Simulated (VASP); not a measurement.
Cd2S:

```
Cd S
1.0
     3.96267    0.00000    0.00000
    -1.98134    3.43177    0.00000
     0.00000    0.00000    5.80919
Cd S
2 1
Direct
  0.33333 0.66667 0.93272
  0.66667 0.33333 0.57873
  0.33333 0.66667 0.36571
```

Base run:

| Quantity | Value |
| --- | --- |
| Program | VASP 6.6.1 |
| Functional | r2SCAN-based global hybrid with 35 % exact exchange |
| Potentials or basis | VASP PAW PBE potentials, release 64 (Cd, S) |
| Cutoff | 520 eV |
| k mesh | 5 × 5 × 3 |
| Occupations | fermi-dirac, width 0.05 eV |
| Spin | no spin polarisation |

Its results: band gap on the k mesh 2.28 eV (least direct gap 2.34 eV); pressure -2.4 GPa; largest force 0.252 eV/Å.

Question: The run is repeated on the same cell with these changes: functional from r2SCAN-based global hybrid with 35 % exact exchange to r2SCAN-based global hybrid with 15 % exact exchange; share of exact exchange from 0.35 to 0.15. What comes out?

Answer: Band gap on the k mesh 1.68 eV (least direct gap 1.87 eV); pressure -2.0 GPa; largest force 0.104 eV/Å.

Caveats: the PAW data sets were made with another functional, which shifts forces and pressure a little.

A k mesh can miss the band edges.
